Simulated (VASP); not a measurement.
# C in VASP: a series of runs

The runs below take C through single point, with PBE.

All numbers are computed with VASP 6.6.1; they aren't measurements. Logs are shortened: lines on timing, memory, paths and dates and some standing lists are left out, and cuts for length are marked.

**1. The cell of the first run**

The cell holds a cluster in a box, 1 atom: a = 6.000 Å, b = 6.300 Å, c = 6.600 Å, α = 90.00°, β = 90.00°, γ = 90.00°.

**2. Single point, PBE, collinear spin**

INCAR reads:

```
PREC = Accurate ; ENCUT = 520
EDIFF = 1E-6 ; ISMEAR = 0
SIGMA = 0.01 ; LREAL = False
LASPH = True ; NELM = 200
ALGO = Normal ; ISIF = 2
LWAVE = False ; LCHARG = True
ISPIN = 2 ; MAGMOM = 2
LORBIT = 11 ; NUPDOWN = 2.0
GGA = PE ; LELF = True
LVHAR = True ; NBANDS = 12
GGA_COMPAT = False
```

KPOINTS reads:

```
regular mesh
0
Gamma
  2 2 2
```

POSCAR reads:

```
C
1.0
    6.0000000000      0.0000000000      0.0000000000
    0.0000000000      6.3000000000      0.0000000000
    0.0000000000      0.0000000000      6.6000000000
C
1
Direct
    0.0000000000      0.0000000000      0.0000000000
```

Potentials or basis: VASP PAW PBE potentials, release 64 (C).

The run is started by

```
$ cat potpaw_PBE.64/C/POTCAR > POTCAR
$ mpirun -np 1 vasp_std > vasp.out
```

OUTCAR:

```text
PREC = Accurate
   ENCUT = 520
   EDIFF = 1E-6
   ISMEAR = 0
   LREAL = False
   LASPH = True
   NELM = 200
   ISIF = 2
   ISPIN = 2
   LORBIT = 11
   NUPDOWN = 2.0
   GGA = PE

 ion  position               nearest neighbor table
   1  0.000  0.000  0.000-

  LATTYP: Found a simple orthorhombic cell.
 ALAT       =     6.0000000000
 B/A-ratio  =     1.0500000000
 C/A-ratio  =     1.1000000000

  Lattice vectors:

 A1 = (   6.0000000000,   0.0000000000,   0.0000000000)
 A2 = (   0.0000000000,   6.3000000000,   0.0000000000)
 A3 = (   0.0000000000,   0.0000000000,   6.6000000000)

Analysis of symmetry for initial positions (statically):
=====================================================================
 Subroutine PRICEL returns:
 Original cell was already a primitive cell.

 Routine SETGRP: Setting up the symmetry group for a
 simple orthorhombic supercell.

 Subroutine GETGRP returns: Found  8 space group operations
 (whereof  8 operations were pure point group operations)
 out of a pool of  8 trial point group operations.

The static configuration has the point symmetry D_2h.

Analysis of symmetry for dynamics (positions and initial velocities):
=====================================================================
 Subroutine PRICEL returns:
 Original cell was already a primitive cell.

 Routine SETGRP: Setting up the symmetry group for a
 simple orthorhombic supercell.

 Subroutine GETGRP returns: Found  8 space group operations
 (whereof  8 operations were pure point group operations)
 out of a pool of  8 trial point group operations.

The dynamic configuration has the point symmetry D_2h.

Analysis of structural, dynamic, and magnetic symmetry:
=====================================================================
 Subroutine PRICEL returns:
 Original cell was already a primitive cell.

 Routine SETGRP: Setting up the symmetry group for a
 simple orthorhombic supercell.

 Subroutine GETGRP returns: Found  8 space group operations
 (whereof  8 operations were pure point group operations)
 out of a pool of  8 trial point group operations.

The overall configuration has the point symmetry D_2h.

 Subroutine INISYM returns: Found  8 space group operations
 (whereof  8 operations are pure point group operations),
 and found     1 'primitive' translations

----------------------------------------------------------------------------------------

                                     Primitive cell

  volume of cell :     249.4800

  direct lattice vectors                    reciprocal lattice vectors
     6.000000000  0.000000000  0.000000000     0.166666667  0.000000000  0.000000000
     0.000000000  6.300000000  0.000000000     0.000000000  0.158730159  0.000000000
     0.000000000  0.000000000  6.600000000     0.000000000  0.000000000  0.151515152

  length of vectors
     6.000000000  6.300000000  6.600000000     0.166666667  0.158730159  0.151515152

  position of ions in fractional coordinates (direct lattice)
     0.000000000  0.000000000  0.000000000

  ion indices of the primitive-cell ions
   primitive index   ion index
                 1           1

----------------------------------------------------------------------------------------

 KPOINTS: regular mesh

Automatic generation of k-mesh.
 Grid dimensions read from file:
 generate k-points for:    2    2    2

 Generating k-lattice:

  Cartesian coordinates                     Fractional coordinates (reciprocal lattice)
     0.083333333  0.000000000  0.000000000     0.500000000  0.000000000  0.000000000
     0.000000000  0.079365079  0.000000000     0.000000000  0.500000000  0.000000000
     0.000000000  0.000000000  0.075757576     0.000000000  0.000000000  0.500000000

  Length of vectors
     0.083333333  0.079365079  0.075757576

  Shift w.r.t. Gamma in fractional coordinates (k-lattice)
     0.000000000  0.000000000  0.000000000

 Subroutine IBZKPT returns following result:
 ===========================================

 Found      8 irreducible k-points:

 Following reciprocal coordinates:
            Coordinates               Weight
  0.000000  0.000000  0.000000      1.000000
  0.500000  0.000000  0.000000      1.000000
  0.000000  0.500000  0.000000      1.000000
  0.500000  0.500000  0.000000      1.000000
  0.000000  0.000000  0.500000      1.000000
  0.500000  0.000000  0.500000      1.000000
  0.000000  0.500000  0.500000      1.000000
  0.500000  0.500000  0.500000      1.000000
   k-points           NKPTS =      8   k-points in BZ     NKDIM =      8   number of bands    NBANDS=     12
   number of dos      NEDOS =    301   number of ions     NIONS =      1
   total plane-waves  NPLWV = 115200
   dimension x,y,z NGX =    48 NGY =   48 NGZ =   50
   dimension x,y,z NGXF=    96 NGYF=   96 NGZF=  100
   ions per type =               1
   NGX,Y,Z   is equivalent  to a cutoff of  13.30, 12.67, 12.59 a.u.
   NGXF,Y,Z  is equivalent  to a cutoff of  26.60, 25.33, 25.19 a.u.
 SYSTEM =  unknown system
   PREC   = accura    normal or accurate (medium, high low for compatibility)
   ISTART =      0    job   : 0-new  1-cont  2-samecut
   ICHARG =      2    charge: 1-file 2-atom 10-const
   ISPIN  =      2    spin polarized calculation?
   LNONCOLLINEAR =      F non collinear calculations
   LSORBIT =      F    spin-orbit coupling
   LASPH  =      T    aspherical Exc in radial PAW
   ENCUT  =  520.0 eV  38.22 Ry    6.18 a.u.  11.16 11.71 12.27*2*pi/ulx,y,z
   NELM   =    200;   NELMIN=  2; NELMDL= -5     # of ELM steps
   EDIFF  = 0.1E-05   stopping-criterion for ELM
   LREAL  =      F    real-space projection
   EDIFFG = 0.1E-04   stopping-criterion for IOM
   NSW    =      0    number of steps for IOM
   IBRION =     -1    ionic relax: 0-MD 1-quasi-New 2-CG
   NFREE  =      0    steps in history (QN), initial steepest desc. (CG)
   ISIF   =      2    stress and relaxation
   ISYM   =      2    0-nonsym 1-usesym 2-fastsym
   POTIM  = 0.5000    time-step for ionic-motion
   TEBEG  =    0.0;   TEEND  =   0.0 temperature during run
   PSTRESS=    0.0 pullay stress
   NELECT =       4.0000    total number of electrons
   NUPDOWN=       2.0000    fix difference up-down
   EMIN   =  10.00;   EMAX   =-10.00  energy-range for DOS
   EFERMI =   0.00;   METHOD = LEGACY
   ISMEAR =     0;   SIGMA  =   0.01  broadening in eV -4-tet -1-fermi 0-gaus
   EFERMI_NEDOS =   21; number of points for ismear=-14 and -15
   IALGO  =     38    algorithm
   IMIX   =      4    mixing-type and parameters
     AMIX     =   0.40;   BMIX     =  1.00
     AMIX_MAG =   1.60;   BMIX_MAG =  1.00
  volume/ion in A,a.u.               =     249.48      1683.57
  Fermi-wavevector in a.u.,A,eV,Ry     =   0.412809  0.780097  2.318591  0.170412
  Thomas-Fermi vector in A             =   1.370026
   LORBIT       =     11    0 simple, 1 ext, 2 COOP (PROOUT), +10 PAW based schemes
   GGA     = PE    functional components
   LHFCALC =     F    Hartree Fock is set to
   AEXX    =    0.0000 exact exchange contribution
   IVDW    =     0    specifies the selected vdW correction
   LEPSILON=     F    determine dielectric tensor
   LRPA    =     F    only Hartree local field effects (RPA)
 spin polarized calculation
 Gauss-broadening in eV      SIGMA  =   0.01
  energy-cutoff  :      520.00
  volume of cell :      249.48
 maximum number of plane-waves:      6740
 NGX is ok and might be reduce to    48
   NGX = 23   NGY = 23   NGZ = 25

 number of electron       4.0000000 magnetization       1.9999999

 Free energy of the ion-electron system (eV)
  ---------------------------------------------------
  ext. energy  EPLUGINS =         0.00000000
  ---------------------------------------------------
  free energy    TOTEN  =        -1.28680553 eV

  energy without entropy =       -1.28617415  energy(sigma->0) =       -1.28648984

 E-fermi : -11.4608     XC(G=0):  -1.7660

 val. band max:       -5.6804529119   @ k =   0.5000   0.5000   0.5000
 cond. band min:      -5.6621041164   @ k =   0.0000   0.0000   0.0000
 fundamental gap:      0.0183487954
 Fermi energy:        -5.6720847971

 spin component 1

 k-point     1 :       0.0000    0.0000    0.0000
  band No.  band energies     occupation
      1     -14.2634      1.00000
      2      -5.7865      1.00000
      3      -5.6621      0.07905
      4      -5.6532      0.00382
      5      -0.8412      0.00000
      6       2.2318      0.00000
      7       2.5274      0.00000
      8       2.5775      0.00000
      9       2.9353      0.00000
     10       3.3240      0.00000
     11       3.9233      0.00000
     12       5.1738      0.00000
[... 91 lines left out ...]
 k-point     8 :       0.5000    0.5000    0.5000
  band No.  band energies     occupation
      1     -14.2593      1.00000
      2      -5.7990      1.00000
      3      -5.7095      1.00000
      4      -5.6805      0.88168
      5       1.7250      0.00000
      6       1.7998      0.00000
      7       1.8533      0.00000
      8       1.9079      0.00000
      9       1.9130      0.00000
     10       1.9368      0.00000
     11       2.3758      0.00000
     12       2.7632      0.00000
 Fermi energy:       -11.4608020738

 spin component 2

 k-point     1 :       0.0000    0.0000    0.0000
  band No.  band energies     occupation
      1     -11.5590      1.00000
      2      -3.5413      0.00000
      3      -3.4533      0.00000
      4      -2.7226      0.00000
      5      -0.0621      0.00000
      6       2.9911      0.00000
      7       3.2314      0.00000
      8       3.5487      0.00000
      9       3.7818      0.00000
     10       4.1749      0.00000
     11       4.6594      0.00000
     12       6.0575      0.00000
[... 91 lines left out ...]
 k-point     8 :       0.5000    0.5000    0.5000
  band No.  band energies     occupation
      1     -11.5514      1.00000
      2      -3.5923      0.00000
      3      -3.5409      0.00000
      4      -2.7562      0.00000
      5       2.4047      0.00000
      6       2.5277      0.00000
      7       2.5702      0.00000
      8       2.7913      0.00000
      9       2.8228      0.00000
     10       2.9650      0.00000
     11       3.0616      0.00000
     12       3.8060      0.00000

------------------------ aborting loop because EDIFF is reached ----------------------------------------

  FORCE on cell =-STRESS in cart. coord.  units (eV):
  Direction    XX          YY          ZZ          XY          YZ          ZX
  --------------------------------------------------------------------------------------
  -------------------------------------------------------------------------------------
  Total       -0.1139226     -0.0826427     -0.0108925      0.0000000      0.0000000      0.0000000
  in kB       -0.7316187     -0.5307368     -0.0699525      0.0000000      0.0000000      0.0000000
  external PRESSURE =      -0.4441027 kB  Pullay stress =       0.0000000 kB

 VOLUME and BASIS-vectors are now :
 -----------------------------------------------------------------------------
  energy-cutoff  :      520.00
  volume of cell :      249.48
      direct lattice vectors                 reciprocal lattice vectors
     6.000000000  0.000000000  0.000000000     0.166666667  0.000000000  0.000000000
     0.000000000  6.300000000  0.000000000     0.000000000  0.158730159  0.000000000
     0.000000000  0.000000000  6.600000000     0.000000000  0.000000000  0.151515152

 POSITION                                       TOTAL-FORCE (eV/Angst)
 -----------------------------------------------------------------------------------
      0.00000      0.00000      0.00000         0.000000      0.000000      0.000000
 -----------------------------------------------------------------------------------
    total drift:                                0.000000      0.000000      0.000000

  FREE ENERGIE OF THE ION-ELECTRON SYSTEM (eV)
  ---------------------------------------------------
  free  energy   TOTEN  =        -1.2868055301 eV

  energy  without entropy=       -1.2861741543  energy(sigma->0) =       -1.28648984

 total charge

# of ion       s       p       d       tot
------------------------------------------
    1        1.047   0.950   0.000   1.997

 magnetization (x)

# of ion       s       p       d       tot
------------------------------------------
    1        0.034   0.950   0.000   0.984
```

Run time: 57 s. Hardware: 1 thread of Intel Xeon Platinum 8375C at 2.90GHz (Ice Lake), shared host; peak memory 0.4 GiB.

Results:

| Quantity | Value |
| --- | --- |
| Free energy | -1.2868 eV |
| Net moment | 2.00 μB per cell |
| Site moments | C +0.98 μB |
| Valence electrons inside the program's atomic spheres | C 2.00 |

Caveat: the k points lie up to 0.52 Å⁻¹ apart; the total moment is fixed, so each spin has its own Fermi level and the state may be an excited one.

**3. Single point, PBE, collinear spin**

INCAR reads:

```
SYSTEM = C
ALGO     = Normal         ! electronic algorithm
EDIFF    = 1E-6           ! SCF threshold, eV
ENCUT    = 520            ! plane-wave cutoff, eV
GGA      = PE             ! functional
GGA_COMPAT= .False.      
ISIF     = 2              ! what is computed and relaxed
ISMEAR   = 0              ! smearing method
ISPIN    = 2              ! spin polarisation
LASPH    = .True.         ! aspherical terms in the spheres
LCHARG   = .True.         ! write CHGCAR
LELF     = .True.         ! ELF
LORBIT   = 11             ! projections on sites
LREAL    = .False.        ! projectors in reciprocal space
LVHAR    = .True.       
LWAVE    = .False.        ! write WAVECAR
MAGMOM   = 2              ! initial moments
NBANDS   = 12             ! bands
NELM     = 200            ! most SCF steps
NUPDOWN  = 2.0            ! fixed moment
PREC     = Accurate       ! precision mode
SIGMA    = 0.01           ! smearing width, eV
```

KPOINTS reads:

```
k-points
0
Gamma
  2 2 2
  0 0 0
```

POSCAR is that of step 2.

Potentials or basis: VASP PAW PBE potentials, release 64 (C).

The run is started by

```
$ cat potpaw_PBE.64/C/POTCAR > POTCAR
$ mpirun -np 1 vasp_std > vasp.out
```

OUTCAR:

```text
SYSTEM = C
   EDIFF = 1E-6
   ENCUT = 520
   GGA = PE
   ISIF = 2
   ISMEAR = 0
   ISPIN = 2
   LASPH = .True.
   LORBIT = 11
   LREAL = .False.
   NELM = 200
   NUPDOWN = 2.0
   PREC = Accurate

 ion  position               nearest neighbor table
   1  0.000  0.000  0.000-

  LATTYP: Found a simple orthorhombic cell.
 ALAT       =     6.0000000000
 B/A-ratio  =     1.0500000000
 C/A-ratio  =     1.1000000000

  Lattice vectors:

 A1 = (   6.0000000000,   0.0000000000,   0.0000000000)
 A2 = (   0.0000000000,   6.3000000000,   0.0000000000)
 A3 = (   0.0000000000,   0.0000000000,   6.6000000000)

Analysis of symmetry for initial positions (statically):
=====================================================================
 Subroutine PRICEL returns:
 Original cell was already a primitive cell.

 Routine SETGRP: Setting up the symmetry group for a
 simple orthorhombic supercell.

[... 299 lines left out ...]
      4      -2.7226      0.00000
      5      -0.0621      0.00000
      6       2.9911      0.00000
      7       3.2314      0.00000
      8       3.5487      0.00000
      9       3.7818      0.00000
     10       4.1749      0.00000
     11       4.6594      0.00000
     12       6.0575      0.00000
[... 91 lines left out ...]
 k-point     8 :       0.5000    0.5000    0.5000
  band No.  band energies     occupation
      1     -11.5514      1.00000
      2      -3.5923      0.00000
      3      -3.5409      0.00000
      4      -2.7562      0.00000
      5       2.4047      0.00000
      6       2.5277      0.00000
      7       2.5702      0.00000
      8       2.7913      0.00000
      9       2.8228      0.00000
     10       2.9650      0.00000
     11       3.0616      0.00000
     12       3.8060      0.00000

------------------------ aborting loop because EDIFF is reached ----------------------------------------

  FORCE on cell =-STRESS in cart. coord.  units (eV):
  Direction    XX          YY          ZZ          XY          YZ          ZX
  --------------------------------------------------------------------------------------
  -------------------------------------------------------------------------------------
  Total       -0.1139226     -0.0826427     -0.0108925      0.0000000      0.0000000      0.0000000
  in kB       -0.7316187     -0.5307368     -0.0699525      0.0000000      0.0000000      0.0000000
  external PRESSURE =      -0.4441027 kB  Pullay stress =       0.0000000 kB

 VOLUME and BASIS-vectors are now :
 -----------------------------------------------------------------------------
  energy-cutoff  :      520.00
  volume of cell :      249.48
      direct lattice vectors                 reciprocal lattice vectors
     6.000000000  0.000000000  0.000000000     0.166666667  0.000000000  0.000000000
     0.000000000  6.300000000  0.000000000     0.000000000  0.158730159  0.000000000
     0.000000000  0.000000000  6.600000000     0.000000000  0.000000000  0.151515152

 POSITION                                       TOTAL-FORCE (eV/Angst)
 -----------------------------------------------------------------------------------
      0.00000      0.00000      0.00000         0.000000      0.000000      0.000000
 -----------------------------------------------------------------------------------
    total drift:                                0.000000      0.000000      0.000000

  FREE ENERGIE OF THE ION-ELECTRON SYSTEM (eV)
  ---------------------------------------------------
  free  energy   TOTEN  =        -1.2868055301 eV

  energy  without entropy=       -1.2861741543  energy(sigma->0) =       -1.28648984

 total charge

# of ion       s       p       d       tot
------------------------------------------
    1        1.047   0.950   0.000   1.997

 magnetization (x)

# of ion       s       p       d       tot
------------------------------------------
    1        0.034   0.950   0.000   0.984
```

OSZICAR:

```text
N       E                     dE             d eps       ncg     rms          rms(c)
DAV:   1     0.108742944161E+02    0.10874E+02   -0.87279E+02   384   0.196E+02
DAV:   2    -0.586252220104E+00   -0.11461E+02   -0.11145E+02   692   0.268E+01
[... 13 lines left out ...]
DAV:  16    -0.128660939354E+01   -0.24284E-03   -0.20604E-05   396   0.207E-02    0.679E-03
DAV:  17    -0.128675869884E+01   -0.14931E-03   -0.21690E-05   392   0.187E-02    0.285E-03
DAV:  18    -0.128678391059E+01   -0.25212E-04   -0.15037E-06   412   0.715E-03    0.283E-03
DAV:  19    -0.128679700971E+01   -0.13099E-04   -0.40065E-07   388   0.335E-03    0.185E-03
DAV:  20    -0.128680511961E+01   -0.81099E-05   -0.34913E-07   404   0.284E-03    0.736E-04
DAV:  21    -0.128680553007E+01   -0.41046E-06   -0.16301E-07   400   0.233E-03
   1 F= -.12868055E+01 E0= -.12864898E+01  d E =-.631376E-03  mag=     2.0000
```

Wall time 56 s (1 thread of Intel Xeon Platinum 8375C at 2.90GHz (Ice Lake), shared host); peak memory 0.4 GiB.

Results:

* Free energy: -1.2868 eV
* Net moment: 2.00 μB per cell
* Site moments: C +0.98 μB
* Valence electrons inside the program's atomic spheres: C 2.00

Caveat: the k points lie up to 0.52 Å⁻¹ apart; the total moment is fixed, so each spin has its own Fermi level and the state may be an excited one.
